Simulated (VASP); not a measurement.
A run of VASP 6.6.1:

Contents of INCAR:

```
SYSTEM = Te
PREC = Accurate ; ENCUT = 520
EDIFF = 1E-6 ; ISMEAR = 0
SIGMA = 0.1 ; LREAL = .FALSE.
LASPH = .TRUE. ; NELM = 100
ALGO = Normal ; ISIF = 2
LWAVE = .FALSE. ; LCHARG = .FALSE.
GGA = PS ; NBANDS = 20
```

Contents of KPOINTS:

```
regular mesh
0
G
  14 10 6
  0 0 0
```

The input POSCAR:

```
Te
1.0
    3.1573148492      0.0000000000      0.0000000000
    0.0000000000      4.4634553498      0.0000000000
    0.0000000000      0.0000000000      8.8700775271
Te
4
Direct
    0.5000000000      0.5001697215      0.7599990754
    0.5000000000      0.4998302785      0.2599990754
    0.5000000000      1.0000141927      0.0100009246
    0.5000000000     -0.0000141927      0.5100009246
```

Potentials or basis: VASP PAW PBE potentials, release 64 (Te).

Launch:

```console
$ cat potpaw_PBE.64/Te/POTCAR > POTCAR
$ mpirun -np 1 vasp_std > vasp.out
```

Hardware: 1 thread of AMD EPYC 7R43 64-Core Processor (Zen 3), with other jobs on the host.

Problem. Estimate the wall time of this run.

Solution. Run time: 6.1 min on 1 thread of AMD EPYC 7R43 64-Core Processor (Zen 3), on a shared host, peak memory 0.45 GiB. Counts: scf iterations 10, k points 192.
